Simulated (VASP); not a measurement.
A run of VASP 6.6.1:

Contents of INCAR:

```
SYSTEM = Ni
PREC = Accurate
ENCUT = 520
EDIFF = 1E-8
ISMEAR = -1
SIGMA = 0.05
LREAL = .False.
LASPH = .True.
NELM = 150
ALGO = Normal
ISIF = 2
LWAVE = .False.
LCHARG = .False.
ISPIN = 2
MAGMOM = 1.5
LORBIT = 11
LMAXMIX = 4
LEFG = .True.
NBANDS = 15
```

KPOINTS

```
regular mesh
0
Gamma
  20 20 20
  0 0 0
```

The input POSCAR:

```
Ni
1.0
    0.0000000000      1.7969379390      1.7969379390
    1.7969379390      0.0000000000      1.7969379390
    1.7969379390      1.7969379390      0.0000000000
Ni
1
Direct
    0.0000000000      0.0000000000      0.0000000000
```

Potentials or basis: VASP PAW LDA potentials, release 64 (Ni).

The run is started by

```sh
$ cat potpaw_LDA.64/Ni/POTCAR > POTCAR
$ mpirun -np 1 vasp_std > vasp.out
```

Hardware: 1 thread of AMD EPYC 7R43 64-Core Processor (Zen 3), with other jobs on the host.

Q: How long does it take, and how much memory?

A: Run time: 87 s on 1 thread of AMD EPYC 7R43 64-Core Processor (Zen 3) (shared host), peak memory 0.14 GiB. Counts: scf iterations 15, k points 256.
